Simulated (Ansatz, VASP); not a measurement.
**Two plane-wave programs on NaHf3NbBi3**

```
Na Hf Nb Bi
1.0
     4.19368    0.00000    0.00000
     0.00000    4.19368    0.00000
     0.00000    0.00000   11.75585
Na Hf Nb Bi
1 3 1 3
Direct
  0.50000 0.50000 0.00000
  0.50000 0.50000 0.25289
  0.00000 0.00000 0.50000
  0.50000 0.50000 0.74711
  0.00000 0.00000 0.00000
  0.00000 0.00000 0.24348
  0.50000 0.50000 0.50000
  0.00000 0.00000 0.75652
```

Change from the starting cell: species swapped into the Li3CuOF3 type (P4/mmm, No. 123).

Alike in both runs: functional PBE; k mesh 5 × 5 × 2; occupations gaussian, width 0.2 eV; no spin polarisation.

Ansatz relaxed the structure, and its values are those at the end. VASP's run is a single point on that final structure, the one shown.

```csv
,VASP,Ansatz
version,VASP 6.6.1,Ansatz 0.2.0
potentials or method,"VASP PAW PBE potentials, release 64 (Na_pv, Hf_pv, Nb_sv, Bi_d), cutoff 500 eV","scalar-relativistic, plane waves, PAW"
valence electrons in the cell,95,145
```

Ansatz gave:

| Property | Result |
| --- | --- |
| gap on the k mesh at the Fermi level (eV) | none |
| pressure (GPa) | 0.1 |
| rms of the force components (eV/Å) | 0.011 |

**Question.** Which values does VASP return?

**Answer.** gap on the k mesh at the Fermi level (eV): none; pressure (GPa): -0.2; rms of the force components (eV/Å): 0.015.

A gap of «none» marks a metal or a gap that the smearing closes. VASP's potentials hold 95 valence electrons a cell and Ansatz's 145, so a difference there can come from the potentials and not from the codes.

Spin-orbit coupling is off throughout.
